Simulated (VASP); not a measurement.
# InP2 (Pnnm) in VASP: single point with r2SCAN

Aim: the single point of InP2 with r2SCAN.

All numbers are computed with VASP 6.6.1; they aren't measurements. Logs are shortened: lines on timing, memory, paths and dates and some standing lists are left out, and cuts for length are marked.

## (1) The cell of the first run

Symmetry: Pnnm, No. 58, orthorhombic system. Conventional cell: a = 5.465 Å, b = 6.251 Å, c = 3.043 Å, α = 90.00°, β = 90.00°, γ = 90.00°. Within 3.3 Å of In (site symmetry 2/m) lie 6 P at 2.48 to 2.50 Å and 2 In at 3.04 Å. Within 3.3 Å of P (site symmetry m) lie 3 In at 2.48 to 2.50 Å and 3 P at 2.49 to 3.04 Å.

## (2) Single point, r2SCAN

The input, POSCAR:

```
InP2
1.0
    5.4651870000      0.0000000000      0.0000000000
    0.0000000000      6.2514110000      0.0000000000
    0.0000000000      0.0000000000      3.0425890000
In P
2 4
Direct
    0.0000000000      0.0000000000      0.0000000000
    0.5000000000      0.5000000000      0.5000000000
    0.1701000000      0.3671000000      0.0000000000
    0.8299000000      0.6329000000      0.0000000000
    0.6701000000      0.1329000000      0.5000000000
    0.3299000000      0.8671000000      0.5000000000
```

The input, INCAR.step1:

```
ALGO = Normal
EDIFF = 1E-5
ENCUT = 550
GGA = PE
GGA_COMPAT = F
ISMEAR = -1
LASPH = T
LCHARG = F
LREAL = F
LWAVE = T
NBANDS = 32
NELM = 120
PREC = Accurate
SIGMA = 0.1014
```

The input, INCAR.step2:

```
ALGO = Normal
EDIFF = 1E-6
ENCUT = 550
GGA_COMPAT = F
ISIF = 2
ISMEAR = -1
ISTART = 1
LASPH = T
LCHARG = F
LMIXTAU = T
LREAL = F
LWAVE = F
METAGGA = R2SCAN
NBANDS = 32
NELM = 120
PREC = Accurate
SIGMA = 0.1014
```

The input, KPOINTS:

```
k-points
0
Gamma
  6 6 11
```

Potentials or basis: VASP PAW PBE potentials, release 64 (In_d, P).

On the command line:

```
$ cat potpaw_PBE.64/In_d/POTCAR potpaw_PBE.64/P/POTCAR > POTCAR
$ cp INCAR.step1 INCAR
$ mpirun -np 1 vasp_std > vasp.out
$ cp INCAR.step2 INCAR
$ mpirun -np 1 vasp_std > vasp.out
```

OUTCAR:

```text
EDIFF = 1E-6
   ENCUT = 550
   ISIF = 2
   ISMEAR = -1
   ISTART = 1
   LASPH = T
   LREAL = F
   METAGGA = R2SCAN
   NELM = 120
   PREC = Accurate

 ion  position               nearest neighbor table
   1  0.000  0.000  0.000-   3 2.48   4 2.48   5 2.50   6 2.50   5 2.50   6 2.50
   2  0.500  0.500  0.500-   5 2.48   6 2.48   3 2.50   4 2.50   3 2.50   4 2.50
   3  0.170  0.367  0.000-   1 2.48   4 2.49   2 2.50   2 2.50
   4  0.830  0.633  0.000-   1 2.48   3 2.49   2 2.50   2 2.50
   5  0.670  0.133  0.500-   2 2.48   6 2.49   1 2.50   1 2.50
   6  0.330  0.867  0.500-   2 2.48   5 2.49   1 2.50   1 2.50

  LATTYP: Found a simple orthorhombic cell.
 ALAT       =     3.0425890000
 B/A-ratio  =     1.7962291325
 C/A-ratio  =     2.0546353780

  Lattice vectors:

 A1 = (   0.0000000000,   0.0000000000,   3.0425890000)
 A2 = (   5.4651870000,   0.0000000000,   0.0000000000)
 A3 = (   0.0000000000,   6.2514110000,   0.0000000000)

Analysis of symmetry for initial positions (statically):
=====================================================================
 Subroutine PRICEL returns:
 Original cell was already a primitive cell.

 Routine SETGRP: Setting up the symmetry group for a
 simple orthorhombic supercell.

 Subroutine GETGRP returns: Found  8 space group operations
 (whereof  4 operations were pure point group operations)
 out of a pool of  8 trial point group operations.

The static configuration has the point symmetry C_2h.
 The point group associated with its full space group is D_2h.

Analysis of symmetry for dynamics (positions and initial velocities):
=====================================================================
 Subroutine PRICEL returns:
 Original cell was already a primitive cell.

 Routine SETGRP: Setting up the symmetry group for a
 simple orthorhombic supercell.

 Subroutine GETGRP returns: Found  8 space group operations
 (whereof  4 operations were pure point group operations)
 out of a pool of  8 trial point group operations.

The dynamic configuration has the point symmetry C_2h.
 The point group associated with its full space group is D_2h.

 Subroutine INISYM returns: Found  8 space group operations
 (whereof  4 operations are pure point group operations),
 and found     1 'primitive' translations

----------------------------------------------------------------------------------------

                                     Primitive cell

  volume of cell :     103.9504

  direct lattice vectors                    reciprocal lattice vectors
     5.465187000  0.000000000  0.000000000     0.182976356  0.000000000  0.000000000
     0.000000000  6.251411000  0.000000000     0.000000000  0.159963887  0.000000000
     0.000000000  0.000000000  3.042589000     0.000000000  0.000000000  0.328667461

  length of vectors
     5.465187000  6.251411000  3.042589000     0.182976356  0.159963887  0.328667461

  position of ions in fractional coordinates (direct lattice)
     0.000000000  0.000000000  0.000000000
     0.500000000  0.500000000  0.500000000
     0.170100000  0.367100000  0.000000000
     0.829900000  0.632900000  0.000000000
     0.670100000  0.132900000  0.500000000
     0.329900000  0.867100000  0.500000000

  ion indices of the primitive-cell ions
   primitive index   ion index
                 1           1
                 2           2
                 3           3
                 4           4
                 5           5
                 6           6

----------------------------------------------------------------------------------------

 KPOINTS: k-points

Automatic generation of k-mesh.
 Grid dimensions read from file:
 generate k-points for:    6    6   11

 Generating k-lattice:

  Cartesian coordinates                     Fractional coordinates (reciprocal lattice)
     0.030496059  0.000000000  0.000000000     0.166666667  0.000000000  0.000000000
     0.000000000  0.026660648  0.000000000     0.000000000  0.166666667  0.000000000
     0.000000000  0.000000000  0.029878860     0.000000000  0.000000000  0.090909091

  Length of vectors
     0.030496059  0.026660648  0.029878860

  Shift w.r.t. Gamma in fractional coordinates (k-lattice)
     0.000000000  0.000000000  0.000000000

 Subroutine IBZKPT returns following result:
 ===========================================

 Found     96 irreducible k-points:

 Following reciprocal coordinates:
            Coordinates               Weight
  0.000000  0.000000  0.000000      1.000000
  0.166667  0.000000  0.000000      2.000000
  0.333333  0.000000  0.000000      2.000000
  0.500000  0.000000  0.000000      1.000000
  0.000000  0.166667  0.000000      2.000000
  0.166667  0.166667  0.000000      4.000000
[... 16 lines left out ...]
  0.333333  0.166667  0.090909      8.000000
  0.500000  0.166667  0.090909      4.000000
 [... further k-points ...]
   k-points           NKPTS =     96   k-points in BZ     NKDIM =     96   number of bands    NBANDS=     32
   number of dos      NEDOS =    301   number of ions     NIONS =      6
   total plane-waves  NPLWV =  48384
   dimension x,y,z NGX =    42 NGY =   48 NGZ =   24
   dimension x,y,z NGXF=    84 NGYF=   96 NGZF=   48
   ions per type =               2   4
   NGX,Y,Z   is equivalent  to a cutoff of  12.78, 12.76, 13.11 a.u.
   NGXF,Y,Z  is equivalent  to a cutoff of  25.55, 25.53, 26.23 a.u.
 SYSTEM =  unknown system
   PREC   = accura    normal or accurate (medium, high low for compatibility)
   ISTART =      1    job   : 0-new  1-cont  2-samecut
   ICHARG =      0    charge: 1-file 2-atom 10-const
   ISPIN  =      1    spin polarized calculation?
   LNONCOLLINEAR =      F non collinear calculations
   LSORBIT =      F    spin-orbit coupling
   LASPH  =      T    aspherical Exc in radial PAW
   ENCUT  =  550.0 eV  40.42 Ry    6.36 a.u.  10.45 11.95  5.82*2*pi/ulx,y,z
   NELM   =    120;   NELMIN=  2; NELMDL=  0     # of ELM steps
   EDIFF  = 0.1E-05   stopping-criterion for ELM
   LREAL  =      F    real-space projection
   EDIFFG = 0.1E-04   stopping-criterion for IOM
   NSW    =      0    number of steps for IOM
   IBRION =     -1    ionic relax: 0-MD 1-quasi-New 2-CG
   NFREE  =      0    steps in history (QN), initial steepest desc. (CG)
   ISIF   =      2    stress and relaxation
   ISYM   =      2    0-nonsym 1-usesym 2-fastsym
   POTIM  = 0.5000    time-step for ionic-motion
   TEBEG  =    0.0;   TEEND  =   0.0 temperature during run
   PSTRESS=    0.0 pullay stress
   NELECT =      46.0000    total number of electrons
   NUPDOWN=      -1.0000    fix difference up-down
   EMIN   =  10.00;   EMAX   =-10.00  energy-range for DOS
   EFERMI =   0.00;   METHOD = LEGACY
   ISMEAR =    -1;   SIGMA  =   0.10  broadening in eV -4-tet -1-fermi 0-gaus
   EFERMI_NEDOS =   21; number of points for ismear=-14 and -15
   IALGO  =     38    algorithm
   IMIX   =      4    mixing-type and parameters
     AMIX     =   0.40;   BMIX     =  1.00
     AMIX_MAG =   1.60;   BMIX_MAG =  1.00
  volume/ion in A,a.u.               =      17.33       116.92
  Fermi-wavevector in a.u.,A,eV,Ry     =   1.247533  2.357495 21.175266  1.556338
  Thomas-Fermi vector in A             =   2.381661
   LORBIT       =      0    0 simple, 1 ext, 2 COOP (PROOUT), +10 PAW based schemes
   METAGGA = R2SCAN    functional components
   LHFCALC =     F    Hartree Fock is set to
   AEXX    =    0.0000 exact exchange contribution
   IVDW    =     0    specifies the selected vdW correction
   LEPSILON=     F    determine dielectric tensor
   LRPA    =     F    only Hartree local field effects (RPA)
 non-spin polarized calculation
  energy-cutoff  :      550.00
  volume of cell :      103.95
 maximum number of plane-waves:      3070
 NGX is ok and might be reduce to    42
   NGX = 21   NGY = 23   NGZ = 11

 number of electron      45.9999988 magnetization

 Free energy of the ion-electron system (eV)
  ---------------------------------------------------
  ext. energy  EPLUGINS =         0.00000000
  ---------------------------------------------------
  free energy    TOTEN  =       -77.45701483 eV

  energy without entropy =      -77.40195929  energy(sigma->0) =      -77.42948706

 E-fermi :   9.3544     XC(G=0): -11.6885

 val. band max:        9.3301000720   @ k =   0.5000   0.1667   0.0909
 cond. band min:       9.3598695351   @ k =   0.1667   0.3333   0.0909
 fundamental gap:      0.0297694632
 Fermi energy:         9.3544283974

 k-point     1 :       0.0000    0.0000    0.0000
  band No.  band energies     occupation
      1      -7.1208      2.00000
      2      -6.8449      2.00000
      3      -6.6400      2.00000
      4      -6.4919      2.00000
      5      -6.3523      2.00000
      6      -6.3467      2.00000
[... 24 lines left out ...]
     31      16.6908      0.00000
     32      16.8916      0.00000

 k-point     2 :       0.1667    0.0000    0.0000
  band No.  band energies     occupation
      1      -7.0964      2.00000
      2      -6.8561      2.00000
      3      -6.6327      2.00000
      4      -6.4940      2.00000
      5      -6.3521      2.00000
      6      -6.3473      2.00000
[... 24 lines left out ...]
     31      16.6160      0.00000
     32      16.8162      0.00000

 k-point     3 :       0.3333    0.0000    0.0000
  band No.  band energies     occupation
      1      -7.0329      2.00000
      2      -6.8924      2.00000
      3      -6.6099      2.00000
      4      -6.5228      2.00000
      5      -6.3515      2.00000
      6      -6.3486      2.00000
[... 24 lines left out ...]
     31      15.4620      0.00000
     32      16.2716      0.00000

 k-point     4 :       0.5000    0.0000    0.0000
  band No.  band energies     occupation
      1      -6.9556      2.00000
      2      -6.9556      2.00000
      3      -6.5707      2.00000
      4      -6.5707      2.00000
      5      -6.3502      2.00000
      6      -6.3502      2.00000
[... 24 lines left out ...]
     31      15.5115      0.00000
     32      15.5115      0.00000

 k-point     5 :       0.0000    0.1667    0.0000
  band No.  band energies     occupation
      1      -7.0976      2.00000
      2      -6.8531      2.00000
      3      -6.6363      2.00000
      4      -6.5124      2.00000
      5      -6.3518      2.00000
      6      -6.3470      2.00000
[... 584 lines left out ...]
     31      16.3668      0.00000
     32      16.9099      0.00000

 k-point    22 :       0.1667    0.1667    0.0909
  band No.  band energies     occupation
      1      -7.0364      2.00000
      2      -6.8189      2.00000
      3      -6.5936      2.00000
      4      -6.4978      2.00000
      5      -6.4198      2.00000
      6      -6.4111      2.00000
[... 24 lines left out ...]
     31      16.2772      0.00000
     32      16.8040      0.00000

 k-point    23 :       0.3333    0.1667    0.0909
  band No.  band energies     occupation
      1      -6.9837      2.00000
      2      -6.8565      2.00000
      3      -6.5762      2.00000
      4      -6.5162      2.00000
      5      -6.4244      2.00000
      6      -6.4157      2.00000
[... 24 lines left out ...]
     31      16.2400      0.00000
     32      16.7810      0.00000

 k-point    24 :       0.5000    0.1667    0.0909
  band No.  band energies     occupation
      1      -6.9164      2.00000
      2      -6.9164      2.00000
      3      -6.5485      2.00000
      4      -6.5485      2.00000
      5      -6.4211      2.00000
      6      -6.4211      2.00000
[... 24 lines left out ...]
     31      16.5522      0.00000
     32      16.5522      0.00000

 [... further k-points ...]
[... 5 lines left out ...]
  --------------------------------------------------------------------------------------
  -------------------------------------------------------------------------------------
  Total       10.0707746     13.5751551     20.1033057      0.0000000      0.0000000      0.0000000
  in kB      155.2197891    209.2324358    309.8501352      0.0000000      0.0000000      0.0000000
  external PRESSURE =     224.7674534 kB  Pullay stress =       0.0000000 kB

 VOLUME and BASIS-vectors are now :
 -----------------------------------------------------------------------------
  energy-cutoff  :      550.00
  volume of cell :      103.95
      direct lattice vectors                 reciprocal lattice vectors
     5.465187000  0.000000000  0.000000000     0.182976356  0.000000000  0.000000000
     0.000000000  6.251411000  0.000000000     0.000000000  0.159963887  0.000000000
     0.000000000  0.000000000  3.042589000     0.000000000  0.000000000  0.328667461

 POSITION                                       TOTAL-FORCE (eV/Angst)
 -----------------------------------------------------------------------------------
      0.00000      0.00000      0.00000         0.000000      0.000000      0.000000
      2.73259      3.12571      1.52129         0.000000      0.000000      0.000000
      0.92963      2.29489      0.00000        -2.814307      1.693896      0.000000
      4.53556      3.95652      0.00000         2.814307     -1.693896      0.000000
      3.66222      0.83081      1.52129        -2.814307     -1.693896      0.000000
      1.80297      5.42060      1.52129         2.814307      1.693896      0.000000
 -----------------------------------------------------------------------------------
    total drift:                               -0.000000      0.000000     -0.000000

  FREE ENERGIE OF THE ION-ELECTRON SYSTEM (eV)
  ---------------------------------------------------
  free  energy   TOTEN  =       -77.4570148311 eV

  energy  without entropy=      -77.4019592911  energy(sigma->0) =      -77.42948706
```

It took 14 min on 1 thread of Intel Xeon 8259CL, shared host; peak memory 0.41 GiB.

Results:

```
Free energy            : -77.4570 eV
Pressure               : 22.5 GPa
Largest force          : 3.285 eV/Å
Band gap on the k mesh : zero (bands 23 and 24 overlap by 4.15 eV)
```

Forces on the atoms (eV/Å):
```
In   0.000  0.000  0.000
In   0.000  0.000  0.000
P   -2.814  1.694  0.000
P    2.814 -1.694  0.000
P   -2.814 -1.694  0.000
P    2.814  1.694  0.000
```

Caveat: the stress differs along the axes, from 16 to 31 GPa; the PAW data sets were made with another functional, which shifts forces and pressure a little; spin-orbit coupling is left out, which moves the levels of the heavy elements.

The gap in the log of VASP goes by the Fermi energy; the results here count the filled bands.